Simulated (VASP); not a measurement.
# Hg (P2_1/m) in VASP: settings compared

The runs below take Hg through single point, with PBE, r2SCAN.

Everything below comes from runs of VASP 6.6.1. Logs are shortened: lines on timing, memory, paths and dates and some standing lists are left out, and cuts for length are marked.

### 1 The cell of the first run

The typed cell holds 2 atoms: a = 3.035 Å, b = 5.487 Å, c = 3.035 Å, α = 90.00°, β = 100.60°, γ = 90.00°.

### 2 Single point, PBE

INCAR reads:

```
PREC     = Accurate       # precision mode
ENCUT    = 520            # plane-wave cutoff, eV
EDIFF    = 1E-7           # SCF threshold, eV
ISMEAR   = -1             # smearing method
SIGMA    = 0.02           # smearing width, eV
LREAL    = False          # projectors in reciprocal space
LASPH    = True           # aspherical terms in the spheres
NELM     = 100            # most SCF steps
ALGO     = Normal         # electronic algorithm
ISIF     = 2              # what is computed and relaxed
LWAVE    = False          # write WAVECAR
LCHARG   = False          # write CHGCAR
GGA      = PE             # functional
NBANDS   = 19             # bands
```

KPOINTS reads:

```
Automatic mesh
0
Gamma
  6 4 6
```

POSCAR reads:

```
Hg
1.0
    2.9929193543      0.0000000000      0.5030855633
    0.0000000000      5.4873307328      0.0000000000
   -1.0450055993      0.0000000000      2.8492810843
Hg
2
Direct
    0.7498951508      0.2500000000      0.7503337863
    0.2501048492      0.7500000000      0.2496662137
```

Potentials or basis: VASP PAW PBE potentials, release 64 (Hg).

Command:

```bash
$ cat potpaw_PBE.64/Hg/POTCAR > POTCAR
$ mpirun -np 1 vasp_std > vasp.out
```

OUTCAR:

```text
PREC = Accurate
   ENCUT = 520
   EDIFF = 1E-7
   ISMEAR = -1
   LREAL = False
   LASPH = True
   NELM = 100
   ISIF = 2
   GGA = PE

 ion  position               nearest neighbor table
   1  0.750  0.250  0.750-   2 3.36   2 3.36   2 3.36   2 3.36   2 3.60   2 3.60   2 3.60   2 3.60

   2  0.250  0.750  0.250-   1 3.36   1 3.36   1 3.36   1 3.36   1 3.60   1 3.60   1 3.60   1 3.60

  LATTYP: Found a base centered orthorhombic cell.
 ALAT       =     3.8772064862
 B/A-ratio  =     1.2044912204
 C/A-ratio  =     1.4152794679

  Lattice vectors:

 A1 = (  -1.0450055993,   0.0000000000,   2.8492810843)
 A2 = (   2.9929193543,   0.0000000000,   0.5030855633)
 A3 = (   0.0000000000,   5.4873307328,   0.0000000000)

Analysis of symmetry for initial positions (statically):
=====================================================================
 Subroutine PRICEL returns:
 Original cell was already a primitive cell.

 Routine SETGRP: Setting up the symmetry group for a
 base centered orthorhombic supercell.

 Subroutine GETGRP returns: Found  4 space group operations
 (whereof  2 operations were pure point group operations)
 out of a pool of  8 trial point group operations.

The static configuration has the point symmetry S_2 .
 The point group associated with its full space group is C_2h.

Analysis of symmetry for dynamics (positions and initial velocities):
=====================================================================
 Subroutine PRICEL returns:
 Original cell was already a primitive cell.

 Routine SETGRP: Setting up the symmetry group for a
 base centered orthorhombic supercell.

 Subroutine GETGRP returns: Found  4 space group operations
 (whereof  2 operations were pure point group operations)
 out of a pool of  8 trial point group operations.

The dynamic configuration has the point symmetry S_2 .
 The point group associated with its full space group is C_2h.

 Subroutine INISYM returns: Found  4 space group operations
 (whereof  2 operations are pure point group operations),
 and found     1 'primitive' translations

----------------------------------------------------------------------------------------

                                     Primitive cell

  volume of cell :      49.6790

  direct lattice vectors                    reciprocal lattice vectors
     2.992919354  0.000000000  0.503085563     0.314719600  0.000000000  0.115426922
     0.000000000  5.487330733  0.000000000     0.000000000  0.182237968  0.000000000
    -1.045005599  0.000000000  2.849281084    -0.055568715  0.000000000  0.330585279

  length of vectors
     3.034907139  5.487330733  3.034870574     0.335219034  0.182237968  0.335223073

  position of ions in fractional coordinates (direct lattice)
     0.749895151  0.250000000  0.750333786
     0.250104849  0.750000000  0.249666214

  ion indices of the primitive-cell ions
   primitive index   ion index
                 1           1
                 2           2

----------------------------------------------------------------------------------------

 KPOINTS: Automatic mesh

Automatic generation of k-mesh.
 Grid dimensions read from file:
 generate k-points for:    6    4    6

 Generating k-lattice:

  Cartesian coordinates                     Fractional coordinates (reciprocal lattice)
     0.052453267  0.000000000  0.019237820     0.166666667  0.000000000  0.000000000
     0.000000000  0.045559492  0.000000000     0.000000000  0.250000000  0.000000000
    -0.009261452  0.000000000  0.055097546    -0.000000000  0.000000000  0.166666667

  Length of vectors
     0.055869839  0.045559492  0.055870512

  Shift w.r.t. Gamma in fractional coordinates (k-lattice)
     0.000000000  0.000000000  0.000000000

 Subroutine IBZKPT returns following result:
 ===========================================

 Found     60 irreducible k-points:

 Following reciprocal coordinates:
            Coordinates               Weight
  0.000000  0.000000  0.000000      1.000000
  0.166667  0.000000 -0.000000      2.000000
[... 42 lines left out ...]

 Free energy of the ion-electron system (eV)
  ---------------------------------------------------
  ext. energy  EPLUGINS =         0.00000000
  ---------------------------------------------------
  free energy    TOTEN  =        -0.27794612 eV

  energy without entropy =       -0.27529142  energy(sigma->0) =       -0.27661877

 E-fermi :   2.3062     XC(G=0): -10.5781

 val. band max:        2.2969278368   @ k =   0.3333   0.0000   0.5000
 cond. band min:       2.3747891973   @ k =   0.5000   0.2500   0.3333
 fundamental gap:      0.0778613605
 Fermi energy:         2.3062389358

 k-point     1 :       0.0000    0.0000    0.0000
  band No.  band energies     occupation
      1      -6.3284      2.00000
      2      -5.5542      2.00000
      3      -5.4589      2.00000
      4      -5.1464      2.00000
      5      -4.6083      2.00000
      6      -4.2924      2.00000
[... 11 lines left out ...]
     18      16.9103      0.00000
     19      17.0208      0.00000

 k-point     2 :       0.1667    0.0000   -0.0000
  band No.  band energies     occupation
      1      -5.8210      2.00000
      2      -5.4335      2.00000
      3      -5.0818      2.00000
      4      -4.9313      2.00000
      5      -4.4624      2.00000
      6      -4.3700      2.00000
[... 11 lines left out ...]
     18      16.3882      0.00000
     19      17.4569      0.00000

 k-point     3 :       0.3333    0.0000   -0.0000
  band No.  band energies     occupation
      1      -5.3121      2.00000
      2      -5.2762      2.00000
      3      -4.6487      2.00000
      4      -4.5242      2.00000
      5      -4.3901      2.00000
      6      -4.3125      2.00000
[... 11 lines left out ...]
     18      16.6300      0.00000
     19      18.1324      0.00000

 k-point     4 :       0.5000    0.0000    0.0000
  band No.  band energies     occupation
      1      -5.2462      2.00000
      2      -5.2452      2.00000
      3      -4.7876      2.00000
      4      -4.7866      2.00000
      5      -4.1182      2.00000
      6      -4.1168      2.00000
[... 407 lines left out ...]
     18      13.4825      0.00000
     19      16.6005      0.00000

 k-point    23 :      -0.3333    0.2500    0.1667
  band No.  band energies     occupation
      1      -4.9286      2.00000
      2      -4.8582      2.00000
      3      -4.7297      2.00000
      4      -4.6910      2.00000
      5      -4.4226      2.00000
      6      -4.3522      2.00000
[... 11 lines left out ...]
     18      13.4839      0.00000
     19      15.7640      0.00000

 k-point    24 :      -0.1667    0.2500    0.1667
  band No.  band energies     occupation
      1      -5.1592      2.00000
      2      -4.9849      2.00000
      3      -4.9414      2.00000
      4      -4.7485      2.00000
      5      -4.4956      2.00000
      6      -4.3319      2.00000
[... 11 lines left out ...]
     18      13.9217      0.00000
     19      16.9617      0.00000

 [... further k-points ...]

------------------------ aborting loop because EDIFF is reached ----------------------------------------

  FORCE on cell =-STRESS in cart. coord.  units (eV):
  Direction    XX          YY          ZZ          XY          YZ          ZX
  --------------------------------------------------------------------------------------
  -------------------------------------------------------------------------------------
  Total        0.8371553      0.9047117      0.8777472      0.0000000      0.0000000      0.0360663
  in kB       26.9987691     29.1775045     28.3078829      0.0000000      0.0000000      1.1631592
  external PRESSURE =      28.1613855 kB  Pullay stress =       0.0000000 kB

 VOLUME and BASIS-vectors are now :
 -----------------------------------------------------------------------------
  energy-cutoff  :      520.00
  volume of cell :       49.68
      direct lattice vectors                 reciprocal lattice vectors
     2.992919354  0.000000000  0.503085563     0.314719600  0.000000000  0.115426922
     0.000000000  5.487330733  0.000000000     0.000000000  0.182237968  0.000000000
    -1.045005599  0.000000000  2.849281084    -0.055568715  0.000000000  0.330585279

 POSITION                                       TOTAL-FORCE (eV/Angst)
 -----------------------------------------------------------------------------------
      1.46027      1.37183      2.51517         0.000013      0.000000     -0.000301
      0.48764      4.11550      0.83719        -0.000013      0.000000      0.000301
 -----------------------------------------------------------------------------------
    total drift:                               -0.000000      0.000000      0.000000

  FREE ENERGIE OF THE ION-ELECTRON SYSTEM (eV)
  ---------------------------------------------------
  free  energy   TOTEN  =        -0.2779461224 eV

  energy  without entropy=       -0.2752914238  energy(sigma->0) =       -0.27661877
```

It took 68 s on 1 thread of AMD EPYC 7R13, shared host; peak memory 0.16 GiB.

Results:

```yaml
Free_energy: -0.2779 eV
Pressure: 2.8 GPa
Band_gap_on_the_k_mesh: zero (bands 12 and 13 overlap by 2.61 eV)
```

Levels at points of the mesh, in eV from the Fermi level:
| k point | band 9 | band 10 | band 11 | band 12 | band 13 | band 14 | band 15 | band 16 |
| --- | --- | --- | --- | --- | --- | --- | --- | --- |
| (0.00, 0.00, 0.00) | -5.86 | -5.86 | -5.70 | -2.26 | -1.48 | 9.76 | 10.02 | 13.01 |
| (0.50, 0.00, 0.00) | -6.06 | -6.05 | -2.60 | -2.60 | 2.07 | 2.07 | 4.61 | 4.61 |
| (0.00, 0.50, 0.00) | -6.04 | -6.04 | -5.90 | -5.90 | 5.57 | 5.57 | 11.77 | 11.77 |
| (0.50, 0.50, 0.00) | -5.62 | -5.62 | -1.37 | -1.37 | -1.19 | -1.19 | 8.33 | 8.33 |
| (0.00, 0.00, 0.50) | -6.06 | -6.05 | -2.60 | -2.60 | 2.07 | 2.07 | 4.61 | 4.62 |
| (0.50, 0.00, 0.50) | -5.30 | -5.24 | -0.12 | 0.51 | 2.75 | 2.93 | 4.18 | 5.14 |
| (0.00, 0.50, 0.50) | -5.62 | -5.62 | -1.37 | -1.37 | -1.19 | -1.19 | 8.33 | 8.33 |
| (0.50, 0.50, 0.50) | -5.27 | -5.27 | 1.13 | 1.13 | 1.79 | 1.79 | 4.68 | 4.68 |

Caveat: spin-orbit coupling is left out, which moves the levels of the heavy elements.

### 3 Single point, PBE

INCAR reads:

```
SYSTEM = Hg
ALGO     = Normal         ! electronic algorithm
EDIFF    = 1E-6           ! SCF threshold, eV
ENCUT    = 520            ! plane-wave cutoff, eV
GGA      = PE             ! functional
ISIF     = 2              ! what is computed and relaxed
ISMEAR   = 1              ! smearing method
LASPH    = .True.         ! aspherical terms in the spheres
LCHARG   = .False.        ! write CHGCAR
LREAL    = .False.        ! projectors in reciprocal space
LWAVE    = .False.        ! write WAVECAR
NBANDS   = 19             ! bands
NELM     = 60             ! most SCF steps
PREC     = Accurate       ! precision mode
SIGMA    = 0.2            ! smearing width, eV
```

KPOINTS reads:

```
k-points
0
Gamma
  6 4 6
  0 0 0
```

POSCAR is that of step 2.

Potentials or basis: VASP PAW PBE potentials, release 64 (Hg).

Command:

```bash
$ cat potpaw_PBE.64/Hg/POTCAR > POTCAR
$ mpirun -np 1 vasp_std > vasp.out
```

It took 65 s on 1 thread of AMD EPYC 7R13, shared host; peak memory 0.16 GiB.

It converged, with:

```yaml
Free_energy: -0.2804 eV
Pressure: 3.1 GPa
Band_gap_on_the_k_mesh: zero (bands 12 and 13 overlap by 2.61 eV)
```

Stress tensor (GPa, compression positive):
```
3.01 0.00 0.13
0.00 3.00 0.00
0.13 0.00 3.15
```

Levels at points of the mesh, in eV from the Fermi level:
```csv
k point,band 9,band 10,band 11,band 12,band 13,band 14,band 15,band 16
"(0.00, 0.00, 0.00)",-5.86,-5.86,-5.70,-2.26,-1.48,9.76,10.02,13.01
"(0.50, 0.00, 0.00)",-6.06,-6.05,-2.60,-2.60,2.07,2.07,4.61,4.61
"(0.00, 0.50, 0.00)",-6.05,-6.05,-5.90,-5.90,5.57,5.57,11.76,11.76
"(0.50, 0.50, 0.00)",-5.62,-5.62,-1.37,-1.37,-1.19,-1.19,8.33,8.33
"(0.00, 0.00, 0.50)",-6.06,-6.05,-2.60,-2.60,2.07,2.07,4.60,4.61
"(0.50, 0.00, 0.50)",-5.30,-5.24,-0.12,0.51,2.74,2.93,4.18,5.13
"(0.00, 0.50, 0.50)",-5.62,-5.62,-1.37,-1.37,-1.19,-1.19,8.33,8.33
"(0.50, 0.50, 0.50)",-5.27,-5.27,1.12,1.12,1.79,1.79,4.68,4.68
```

Caveat: the cell stands under pressure; spin-orbit coupling is left out, which moves the levels of the heavy elements.

### 4 Single point, PBE

INCAR reads:

```
SYSTEM = Hg
PREC = Accurate ; ENCUT = 520
EDIFF = 1E-7 ; ISMEAR = -1
SIGMA = 0.02 ; LREAL = .FALSE.
LASPH = .TRUE. ; NELM = 60
ALGO = Normal ; ISIF = 2
LWAVE = .FALSE. ; LCHARG = .FALSE.
GGA = PE ; NBANDS = 19
```

KPOINTS reads:

```
Automatic mesh
0
Gamma
  6 4 6
  0.5 0.5 0.5
```

POSCAR is that of step 3.

Command:

```bash
$ cat potpaw_PBE.64/Hg/POTCAR > POTCAR
$ mpirun -np 1 vasp_std > vasp.out
```

Wall time 40 s (1 thread of AMD EPYC 7R13, shared host); peak memory 0.14 GiB.

The run converged. Its results:

```
Free energy            : -0.1944 eV
Pressure               : 3.7 GPa
Band gap on the k mesh : zero (bands 12 and 13 overlap by 1.22 eV)
```

Stress tensor (GPa, compression positive):
```
3.18 0.00 0.27
0.00 4.28 0.00
0.27 0.00 3.50
```

Levels at points of the mesh, in eV from the Fermi level:
| k point | band 9 | band 10 | band 11 | band 12 | band 13 | band 14 | band 15 | band 16 |
| --- | --- | --- | --- | --- | --- | --- | --- | --- |
| (0.08, 0.12, 0.08) | -6.21 | -6.16 | -6.16 | -3.30 | -0.09 | 7.86 | 8.63 | 11.59 |

Caveat: the cell stands under pressure; spin-orbit coupling is left out, which moves the levels of the heavy elements.

### 5 Single point, PBE

INCAR reads:

```
SYSTEM = Hg
  ALGO = Normal
  EDIFF = 1E-6
  ENCUT = 520
  GGA = PE
  ISIF = 2
  ISMEAR = -1
  LASPH = .TRUE.
  LCHARG = .TRUE.
  LELF = .TRUE.
  LREAL = .FALSE.
  LVHAR = .TRUE.
  LWAVE = .FALSE.
  NBANDS = 19
  NELM = 60
  PREC = Accurate
  SIGMA = 0.5
```

KPOINTS reads:

```
k-points
0
G
  6 4 6
  0 0 0
```

POSCAR is that of step 4.

Command:

```bash
$ cat potpaw_PBE.64/Hg/POTCAR > POTCAR
$ mpirun -np 1 vasp_std > vasp.out
```

Run time: 54 s. Hardware: 1 thread of AMD EPYC 7R13, shared host; peak memory 0.16 GiB.

Results (log left out):

| Item | Value |
| --- | --- |
| Free energy | -0.5236 eV |
| Pressure | 3.2 GPa |
| Band gap on the k mesh | zero (bands 12 and 13 overlap by 2.61 eV) |

Stress tensor (GPa, compression positive):
```
3.31 0.00 0.09
0.00 2.73 0.00
0.09 0.00 3.41
```

Levels at points of the mesh, in eV from the Fermi level:
| k point | band 8 | band 9 | band 10 | band 11 | band 12 | band 13 | band 14 | band 15 | band 16 | band 17 |
| --- | --- | --- | --- | --- | --- | --- | --- | --- | --- | --- |
| (0.00, 0.00, 0.00) | -5.96 | -5.89 | -5.89 | -5.73 | -2.29 | -1.51 | 9.74 | 10.00 | 12.99 | 14.24 |
| (0.50, 0.00, 0.00) | -6.18 | -6.09 | -6.09 | -2.63 | -2.63 | 2.05 | 2.05 | 4.58 | 4.58 | 12.58 |
| (0.00, 0.50, 0.00) | -6.21 | -6.08 | -6.08 | -5.93 | -5.93 | 5.54 | 5.54 | 11.74 | 11.74 | 11.83 |
| (0.50, 0.50, 0.00) | -6.05 | -5.65 | -5.65 | -1.40 | -1.40 | -1.22 | -1.22 | 8.30 | 8.30 | 12.32 |
| (0.00, 0.00, 0.50) | -6.18 | -6.09 | -6.09 | -2.63 | -2.63 | 2.05 | 2.05 | 4.58 | 4.59 | 12.58 |
| (0.50, 0.00, 0.50) | -5.80 | -5.33 | -5.27 | -0.14 | 0.48 | 2.72 | 2.91 | 4.16 | 5.11 | 7.21 |
| (0.00, 0.50, 0.50) | -6.05 | -5.65 | -5.65 | -1.40 | -1.40 | -1.22 | -1.22 | 8.31 | 8.31 | 12.32 |
| (0.50, 0.50, 0.50) | -6.19 | -5.30 | -5.30 | 1.10 | 1.10 | 1.77 | 1.77 | 4.65 | 4.65 | 7.10 |

Caveat: the cell stands under pressure; so wide a smearing shifts energies and pressures; spin-orbit coupling is left out, which moves the levels of the heavy elements.

### 6 Single point, r2SCAN

POSCAR is that of step 5.

INCAR.step1 reads:

```
PREC = Accurate ; ENCUT = 520
ISMEAR = -1 ; SIGMA = 0.02
LREAL = F ; LASPH = T
NELM = 60 ; NBANDS = 19
GGA = PE ; ALGO = Normal
EDIFF = 1E-4 ; LWAVE = T
LCHARG = F
```

INCAR.step2 reads:

```
PREC = Accurate ; ENCUT = 520
EDIFF = 1E-7 ; ISMEAR = -1
SIGMA = 0.02 ; LREAL = F
LASPH = T ; NELM = 60
ALGO = Normal ; ISIF = 2
LWAVE = F ; LCHARG = F
METAGGA = R2SCAN ; LMIXTAU = T
NBANDS = 19 ; ISTART = 1
```

KPOINTS reads:

```
Automatic mesh
0
Gamma
  6 4 6
```

Potentials or basis: VASP PAW PBE potentials, release 64 (Hg).

Command:

```bash
$ cat potpaw_PBE.64/Hg/POTCAR > POTCAR
$ cp INCAR.step1 INCAR
$ mpirun -np 1 vasp_std > vasp.out
$ cp INCAR.step2 INCAR
$ mpirun -np 1 vasp_std > vasp.out
```

Wall time 3.9 min (1 thread of AMD EPYC 7R13, shared host); peak memory 0.17 GiB.

Results (log left out):

```
Free energy            : -98.6933 eV
Pressure               : 2.1 GPa
Band gap on the k mesh : zero (bands 12 and 13 overlap by 2.51 eV)
```

Stress tensor (GPa, compression positive):
```
2.01 0.00 0.45
0.00 1.82 0.00
0.45 0.00 2.52
```

Levels at points of the mesh, in eV from the Fermi level:
```tsv
k point	band 8	band 9	band 10	band 11	band 12	band 13	band 14	band 15	band 16	band 17
(0.00, 0.00, 0.00)	-6.34	-6.28	-6.27	-6.12	-2.49	-1.41	10.08	10.42	13.45	14.87
(0.50, 0.00, 0.00)	-6.56	-6.48	-6.48	-2.74	-2.74	2.12	2.12	4.82	4.82	13.07
(0.00, 0.50, 0.00)	-6.60	-6.47	-6.47	-6.31	-6.31	5.76	5.76	12.21	12.21	12.21
(0.50, 0.50, 0.00)	-6.45	-6.03	-6.03	-1.52	-1.52	-1.13	-1.13	8.61	8.61	12.82
(0.00, 0.00, 0.50)	-6.56	-6.48	-6.48	-2.74	-2.74	2.12	2.12	4.82	4.83	13.07
(0.50, 0.00, 0.50)	-6.19	-5.68	-5.63	-0.06	0.45	2.87	2.92	4.30	5.37	7.44
(0.00, 0.50, 0.50)	-6.45	-6.03	-6.03	-1.52	-1.52	-1.13	-1.13	8.61	8.61	12.82
(0.50, 0.50, 0.50)	-6.58	-5.65	-5.65	1.10	1.10	1.87	1.87	4.84	4.84	7.41
```

Caveat: the PAW data sets were made with another functional, which shifts forces and pressure a little; spin-orbit coupling is left out, which moves the levels of the heavy elements.

### 7 Overview

```tsv
level	k mesh	smearing	gap on the mesh (eV)	pressure (GPa)
PBE	6 × 4 × 6	fermi-dirac 0.02 eV	none	2.8
PBE	6 × 4 × 6	methfessel-paxton 0.2 eV	none	3.1
PBE	6 × 4 × 6, shifted	fermi-dirac 0.02 eV	none	3.7
PBE	6 × 4 × 6	fermi-dirac 0.5 eV	none	3.2
r2SCAN	6 × 4 × 6	fermi-dirac 0.02 eV	none	2.1
```

Alike in all rows: task single point; potentials or basis VASP PAW PBE potentials, release 64 (Hg); no spin polarisation; cell as given; cutoff (eV) 520.

The pressure there spans 2.1 GPa (r2SCAN) to 3.7 GPa (PBE); a positive pressure means that this level wants a larger cell, a negative one a smaller.

Caveats: spin-orbit coupling is left out, which moves the levels of the heavy elements; the cell stands under pressure (at least some runs); so wide a smearing shifts energies and pressures (at least some runs); the PAW data sets were made with another functional, which shifts forces and pressure a little (at least some runs).

Total energies depend on the potentials used, so only differences within one code and one set of settings carry meaning.
